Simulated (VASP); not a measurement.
# KBr (Fm-3m) in VASP: notebook

The runs below take KBr through relaxation of cell and atoms, single point, with PBEsol.

All numbers are computed with VASP 6.6.1; they aren't measurements. Logs are shortened: lines on timing, memory, paths and dates and some standing lists are left out, and cuts for length are marked.

**1. The cell of the first run**

The structure is cubic, space group Fm-3m (No. 225). Conventional cell: a = 6.585 Å, b = 6.585 Å, c = 6.585 Å, α = 90.00°, β = 90.00°, γ = 90.00°. K (site symmetry m-3m) has 6 Br at 3.29 Å within 4.3 Å. Br (site symmetry m-3m) has 6 K at 3.29 Å within 4.3 Å.

**2. Relaxation of cell and atoms, PBEsol**

Input file INCAR:

```
SYSTEM = KBr
PREC     = Accurate       ! precision mode
ENCUT    = 600            ! plane-wave cutoff, eV
EDIFF    = 1E-7           ! SCF threshold, eV
ISMEAR   = 0              ! smearing method
SIGMA    = 0.02           ! smearing width, eV
LREAL    = .FALSE.        ! projectors in reciprocal space
LASPH    = .TRUE.         ! aspherical terms in the spheres
NELM     = 80             ! most SCF steps
ALGO     = Normal         ! electronic algorithm
ISIF     = 3              ! what is computed and relaxed
LWAVE    = .FALSE.        ! write WAVECAR
LCHARG   = .FALSE.        ! write CHGCAR
GGA      = PS             ! functional
IBRION   = 2              ! ionic algorithm
NSW      = 100            ! ionic steps
EDIFFG   = -0.005         ! ionic threshold
```

Input file KPOINTS:

```
regular mesh
0
G
  6 6 6
  0 0 0
```

Input file POSCAR:

```
KBr
1.0
    0.0000000000      3.2925000000      3.2925000000
    3.2925000000      0.0000000000      3.2925000000
    3.2925000000      3.2925000000      0.0000000000
K Br
1 1
Direct
    0.0000000000      0.0000000000      0.0000000000
    0.5000000000      0.5000000000      0.5000000000
```

Potentials or basis: VASP PAW PBE potentials, release 64 (K_sv, Br).

On the command line:

```
> cat potpaw_PBE.64/K_sv/POTCAR potpaw_PBE.64/Br/POTCAR > POTCAR
> mpirun -np 1 vasp_std > vasp.out
```

OUTCAR:

```text
SYSTEM = KBr
   PREC = Accurate
   ENCUT = 600
   EDIFF = 1E-7
   ISMEAR = 0
   LREAL = .FALSE.
   LASPH = .TRUE.
   NELM = 80
   ISIF = 3
   GGA = PS
   IBRION = 2
   NSW = 100
   EDIFFG = -0.005

 ion  position               nearest neighbor table
   1  0.000  0.000  0.000-   2 3.29   2 3.29   2 3.29   2 3.29   2 3.29   2 3.29
   2  0.500  0.500  0.500-   1 3.29   1 3.29   1 3.29   1 3.29   1 3.29   1 3.29

  LATTYP: Found a face centered cubic cell.
 ALAT       =     6.5850000000

  Lattice vectors:

 A1 = (   0.0000000000,   3.2925000000,   3.2925000000)
 A2 = (   3.2925000000,   0.0000000000,   3.2925000000)
 A3 = (   3.2925000000,   3.2925000000,   0.0000000000)

Analysis of symmetry for initial positions (statically):
=====================================================================
 Subroutine PRICEL returns:
 Original cell was already a primitive cell.

 Routine SETGRP: Setting up the symmetry group for a
 face centered cubic supercell.

 Subroutine GETGRP returns: Found 48 space group operations
 (whereof 48 operations were pure point group operations)
 out of a pool of 48 trial point group operations.

The static configuration has the point symmetry O_h .

Analysis of symmetry for dynamics (positions and initial velocities):
=====================================================================
 Subroutine PRICEL returns:
 Original cell was already a primitive cell.

 Routine SETGRP: Setting up the symmetry group for a
 face centered cubic supercell.

 Subroutine GETGRP returns: Found 48 space group operations
 (whereof 48 operations were pure point group operations)
 out of a pool of 48 trial point group operations.

The dynamic configuration has the point symmetry O_h .

 Subroutine INISYM returns: Found 48 space group operations
 (whereof 48 operations are pure point group operations),
 and found     1 'primitive' translations

----------------------------------------------------------------------------------------

                                     Primitive cell

  volume of cell :      71.3851

  direct lattice vectors                    reciprocal lattice vectors
     0.000000000  3.292500000  3.292500000    -0.151860289  0.151860289  0.151860289
     3.292500000  0.000000000  3.292500000     0.151860289 -0.151860289  0.151860289
     3.292500000  3.292500000  0.000000000     0.151860289  0.151860289 -0.151860289

  length of vectors
     4.656298154  4.656298154  4.656298154     0.263029735  0.263029735  0.263029735

  position of ions in fractional coordinates (direct lattice)
     0.000000000  0.000000000  0.000000000
     0.500000000  0.500000000  0.500000000

  ion indices of the primitive-cell ions
   primitive index   ion index
                 1           1
                 2           2

----------------------------------------------------------------------------------------

 KPOINTS: regular mesh

Automatic generation of k-mesh.
 Grid dimensions read from file:
 generate k-points for:    6    6    6

 Generating k-lattice:

  Cartesian coordinates                     Fractional coordinates (reciprocal lattice)
    -0.025310048  0.025310048  0.025310048     0.166666667  0.000000000  0.000000000
     0.025310048 -0.025310048  0.025310048     0.000000000  0.166666667  0.000000000
     0.025310048  0.025310048 -0.025310048     0.000000000  0.000000000  0.166666667

  Length of vectors
     0.043838289  0.043838289  0.043838289

  Shift w.r.t. Gamma in fractional coordinates (k-lattice)
     0.000000000  0.000000000  0.000000000

 Subroutine IBZKPT returns following result:
 ===========================================

 Found     16 irreducible k-points:

 Following reciprocal coordinates:
            Coordinates               Weight
  0.000000  0.000000  0.000000      1.000000
  0.166667  0.000000  0.000000      8.000000
  0.333333  0.000000  0.000000      8.000000
  0.500000  0.000000  0.000000      4.000000
  0.166667  0.166667  0.000000      6.000000
  0.333333  0.166667  0.000000     24.000000
[... 8 lines left out ...]
 -0.333333  0.333333  0.166667     24.000000
 -0.333333  0.500000  0.166667     12.000000
   k-points           NKPTS =     16   k-points in BZ     NKDIM =     16   number of bands    NBANDS=     12
   number of dos      NEDOS =    301   number of ions     NIONS =      2
   total plane-waves  NPLWV =  64000
   dimension x,y,z NGX =    40 NGY =   40 NGZ =   40
   dimension x,y,z NGXF=    80 NGYF=   80 NGZF=   80
   ions per type =               1   1
   NGX,Y,Z   is equivalent  to a cutoff of  14.28, 14.28, 14.28 a.u.
   NGXF,Y,Z  is equivalent  to a cutoff of  28.56, 28.56, 28.56 a.u.
 SYSTEM =  KBr
   PREC   = accura    normal or accurate (medium, high low for compatibility)
   ISTART =      0    job   : 0-new  1-cont  2-samecut
   ICHARG =      2    charge: 1-file 2-atom 10-const
   ISPIN  =      1    spin polarized calculation?
   LNONCOLLINEAR =      F non collinear calculations
   LSORBIT =      F    spin-orbit coupling
   LASPH  =      T    aspherical Exc in radial PAW
   ENCUT  =  600.0 eV  44.10 Ry    6.64 a.u.   9.30  9.30  9.30*2*pi/ulx,y,z
   NELM   =     80;   NELMIN=  2; NELMDL= -5     # of ELM steps
   EDIFF  = 0.1E-06   stopping-criterion for ELM
   LREAL  =      F    real-space projection
   EDIFFG = -.5E-02   stopping-criterion for IOM
   NSW    =    100    number of steps for IOM
   IBRION =      2    ionic relax: 0-MD 1-quasi-New 2-CG
   NFREE  =      1    steps in history (QN), initial steepest desc. (CG)
   ISIF   =      3    stress and relaxation
   ISYM   =      2    0-nonsym 1-usesym 2-fastsym
   POTIM  = 0.5000    time-step for ionic-motion
   TEBEG  =    0.0;   TEEND  =   0.0 temperature during run
   PSTRESS=    0.0 pullay stress
   NELECT =      16.0000    total number of electrons
   NUPDOWN=      -1.0000    fix difference up-down
   EMIN   =  10.00;   EMAX   =-10.00  energy-range for DOS
   EFERMI =   0.00;   METHOD = LEGACY
   ISMEAR =     0;   SIGMA  =   0.02  broadening in eV -4-tet -1-fermi 0-gaus
   EFERMI_NEDOS =   21; number of points for ismear=-14 and -15
   IALGO  =     38    algorithm
   IMIX   =      4    mixing-type and parameters
     AMIX     =   0.40;   BMIX     =  1.00
     AMIX_MAG =   1.60;   BMIX_MAG =  1.00
  volume/ion in A,a.u.               =      35.69       240.87
  Fermi-wavevector in a.u.,A,eV,Ry     =   0.994441  1.879221 13.454978  0.988913
  Thomas-Fermi vector in A             =   2.126392
   LORBIT       =      0    0 simple, 1 ext, 2 COOP (PROOUT), +10 PAW based schemes
   GGA     = PS    functional components
   LHFCALC =     F    Hartree Fock is set to
   AEXX    =    0.0000 exact exchange contribution
   IVDW    =     0    specifies the selected vdW correction
   LEPSILON=     F    determine dielectric tensor
   LRPA    =     F    only Hartree local field effects (RPA)
 conjugate gradient relaxation of ions
 non-spin polarized calculation
 Gauss-broadening in eV      SIGMA  =   0.02
  energy-cutoff  :      600.00
  volume of cell :       71.39
 maximum number of plane-waves:      2421
 NGX is ok and might be reduce to    40
   NGX = 19   NGY = 19   NGZ = 19

--------------------------------------- Ionic step        1  -------------------------------------------

 number of electron      16.0000000 magnetization

 Free energy of the ion-electron system (eV)
  ---------------------------------------------------
  ext. energy  EPLUGINS =         0.00000000
  ---------------------------------------------------
  free energy    TOTEN  =        -6.45953483 eV

  energy without entropy =       -6.45953483  energy(sigma->0) =       -6.45953483

------------------------ aborting loop because EDIFF is reached ----------------------------------------

  FORCE on cell =-STRESS in cart. coord.  units (eV):
  Direction    XX          YY          ZZ          XY          YZ          ZX
  --------------------------------------------------------------------------------------
  -------------------------------------------------------------------------------------
  Total       -0.0794965     -0.0794965     -0.0794965      0.0000000      0.0000000      0.0000000
  in kB       -1.7842319     -1.7842319     -1.7842319      0.0000000      0.0000000      0.0000000
  external PRESSURE =      -1.7842319 kB  Pullay stress =       0.0000000 kB

 VOLUME and BASIS-vectors are now :
 -----------------------------------------------------------------------------
  energy-cutoff  :      600.00
  volume of cell :       71.39
      direct lattice vectors                 reciprocal lattice vectors
     0.000000000  3.292500000  3.292500000    -0.151860289  0.151860289  0.151860289
     3.292500000  0.000000000  3.292500000     0.151860289 -0.151860289  0.151860289
     3.292500000  3.292500000  0.000000000     0.151860289  0.151860289 -0.151860289

 POSITION                                       TOTAL-FORCE (eV/Angst)
 -----------------------------------------------------------------------------------
      0.00000      0.00000      0.00000         0.000000      0.000000      0.000000
      3.29250      3.29250      3.29250        -0.000000     -0.000000     -0.000000
 -----------------------------------------------------------------------------------
    total drift:                                0.000000     -0.000000     -0.000000

  FREE ENERGIE OF THE ION-ELECTRON SYSTEM (eV)
  ---------------------------------------------------
  free  energy   TOTEN  =        -6.4595348324 eV
[... 53 lines left out ...]
 VOLUME and BASIS-vectors are now :
 -----------------------------------------------------------------------------
  energy-cutoff  :      600.00
  volume of cell :       70.68
      direct lattice vectors                 reciprocal lattice vectors
     0.000000000  3.281586166  3.281586166    -0.152365342  0.152365342  0.152365342
     3.281586166  0.000000000  3.281586166     0.152365342 -0.152365342  0.152365342
     3.281586166  3.281586166  0.000000000     0.152365342  0.152365342 -0.152365342

 POSITION                                       TOTAL-FORCE (eV/Angst)
 -----------------------------------------------------------------------------------
      0.00000      0.00000      0.00000        -0.000000     -0.000000     -0.000000
      3.28159      3.28159      3.28159         0.000000      0.000000      0.000000
 -----------------------------------------------------------------------------------
    total drift:                                0.000000     -0.000000     -0.000000

  FREE ENERGIE OF THE ION-ELECTRON SYSTEM (eV)
  ---------------------------------------------------
  free  energy   TOTEN  =        -6.4600029542 eV

  energy  without entropy=       -6.4600029542  energy(sigma->0) =       -6.46000295

--------------------------------------- Ionic step        4  -------------------------------------------

 number of electron      16.0000001 magnetization

 Free energy of the ion-electron system (eV)
  ---------------------------------------------------
  ext. energy  EPLUGINS =         0.00000000
  ---------------------------------------------------
  free energy    TOTEN  =        -6.46001690 eV

  energy without entropy =       -6.46001690  energy(sigma->0) =       -6.46001690

 E-fermi :  -1.5813     XC(G=0):  -7.6239

 val. band max:       -1.7525939528   @ k =   0.0000   0.0000   0.0000
 cond. band min:       2.5719151909   @ k =   0.0000   0.0000   0.0000
 fundamental gap:      4.3245091437
 Fermi energy:        -1.5812654493

 k-point     1 :       0.0000    0.0000    0.0000
  band No.  band energies     occupation
      1     -29.3254      2.00000
      2     -14.0828      2.00000
      3     -12.8702      2.00000
      4     -12.8702      2.00000
      5     -12.8702      2.00000
      6      -1.7526      2.00000
      7      -1.7526      2.00000
      8      -1.7526      2.00000
      9       2.5719      0.00000
     10       5.7763      0.00000
     11       5.7763      0.00000
     12       5.7763      0.00000

 k-point     2 :       0.1667    0.0000    0.0000
  band No.  band energies     occupation
      1     -29.3238      2.00000
      2     -14.1298      2.00000
      3     -12.8717      2.00000
      4     -12.8717      2.00000
      5     -12.8046      2.00000
      6      -2.1434      2.00000
      7      -1.8477      2.00000
      8      -1.8477      2.00000
      9       3.2491      0.00000
     10       5.6223      0.00000
     11       6.1097      0.00000
     12       6.1097      0.00000
[... 221 lines left out ...]
 VOLUME and BASIS-vectors are now :
 -----------------------------------------------------------------------------
  energy-cutoff  :      600.00
  volume of cell :       70.55
      direct lattice vectors                 reciprocal lattice vectors
     0.000000000  3.279584083  3.279584083    -0.152458357  0.152458357  0.152458357
     3.279584083  0.000000000  3.279584083     0.152458357 -0.152458357  0.152458357
     3.279584083  3.279584083  0.000000000     0.152458357  0.152458357 -0.152458357

 POSITION                                       TOTAL-FORCE (eV/Angst)
 -----------------------------------------------------------------------------------
      0.00000      0.00000      0.00000         0.000000      0.000000      0.000000
      3.27958      3.27958      3.27958        -0.000000     -0.000000     -0.000000
 -----------------------------------------------------------------------------------
    total drift:                                0.000000     -0.000000     -0.000000

  FREE ENERGIE OF THE ION-ELECTRON SYSTEM (eV)
  ---------------------------------------------------
  free  energy   TOTEN  =        -6.4600169017 eV

  energy  without entropy=       -6.4600169017  energy(sigma->0) =       -6.46001690

 reached required accuracy - stopping structural energy minimisation
```

Wall time 62 s (1 thread of Intel Xeon Platinum 8259CL at 2.50GHz (Skylake/Cascade Lake), shared host); peak memory 0.23 GiB.

What came out:

```
Free energy                            : -6.4600 eV
Relaxed volume                         : 35.27 Å³/atom
Relaxed cell                           : a = 4.638 Å, b = 4.638 Å, c = 4.638 Å, α = 60.00°, β = 60.00°, γ = 60.00°
Space group after relaxing (to 0.05 Å) : Fm-3m (No. 225)
Energy gained by relaxing              : 0.2 meV/atom
Ionic steps                            : 4
Pressure after relaxing                : 0.0 GPa
Band gap on the k mesh                 : 4.32 eV, direct
```

The path:
| step | energy change (eV) | largest force (eV/Å) | pressure (GPa) | volume (Å³) |
| --- | --- | --- | --- | --- |
| 1 | 0.0000 | 0.0000 | -0.18 | 71.39 |
| 2 | -0.0004 | 0.0000 | -0.09 | 70.98 |
| 3 | -0.0005 | 0.0000 | -0.03 | 70.68 |
| 4 | -0.0005 | 0.0000 | 0.00 | 70.55 |

Final structure:
```
K Br
1.0
     0.00000    3.27958    3.27958
     3.27958    0.00000    3.27958
     3.27958    3.27958    0.00000
K Br
1 1
Direct
  0.00000 0.00000 0.00000
  0.50000 0.50000 0.50000
```

Caveat: the PAW data sets were made with another functional, which shifts forces and pressure a little.

**3. Single point, PBEsol**

This run uses another cell than the first one, of 25.08 Å³/atom, 0.703 times its volume.

Input file INCAR:

```
SYSTEM = KBr
  PREC = Accurate
  ENCUT = 520
  EDIFF = 1E-6
  ISMEAR = 0
  SIGMA = 0.01
  LREAL = .FALSE.
  LASPH = .TRUE.
  NELM = 100
  ALGO = Normal
  ISIF = 2
  LWAVE = .FALSE.
  LCHARG = .FALSE.
  GGA = PS
  NBANDS = 15
```

KPOINTS is that of step 2.

Input file POSCAR:

```
KBr
1.0
    0.0000000000      2.9270851505      2.9270851505
    2.9270851505      0.0000000000      2.9270851505
    2.9270851505      2.9270851505      0.0000000000
K Br
1 1
Direct
    0.0000000000      0.0000000000      0.0000000000
    0.5000000000      0.5000000000      0.5000000000
```

Potentials or basis: VASP PAW PBE potentials, release 64 (K_sv, Br).

On the command line:

```
> cat potpaw_PBE.64/K_sv/POTCAR potpaw_PBE.64/Br/POTCAR > POTCAR
> mpirun -np 1 vasp_std > vasp.out
```

It took 10 s on 1 thread of Intel Xeon Platinum 8259CL at 2.50GHz (Skylake/Cascade Lake), shared host; peak memory 0.17 GiB.

Results (log left out):

| Quantity | Value |
| --- | --- |
| Free energy | -5.9018 eV |
| Pressure | 12.3 GPa |
| Band gap on the k mesh | 4.93 eV, indirect (least direct gap 5.33 eV) |

Levels at points of the mesh, in eV from the valence-band top:
| k point | band 4 | band 5 | band 6 | band 7 | band 8 | band 9 | band 10 | band 11 | band 12 | band 13 |
| --- | --- | --- | --- | --- | --- | --- | --- | --- | --- | --- |
| (0.00, 0.00, 0.00) | -10.67 | -10.67 | 0.00 | 0.00 | 0.00 | 5.42 | 7.26 | 7.26 | 7.26 | 8.39 |
| (0.50, 0.00, 0.00) | -10.68 | -10.05 | -2.16 | -0.81 | -0.81 | 7.08 | 9.22 | 10.47 | 10.47 | 11.05 |
| (0.50, 0.50, 0.00) | -10.83 | -10.83 | -1.18 | -0.40 | -0.40 | 4.93 | 8.50 | 9.70 | 10.94 | 11.47 |

Caveat: the PAW data sets were made with another functional, which shifts forces and pressure a little.

[end of part 1 of 2]
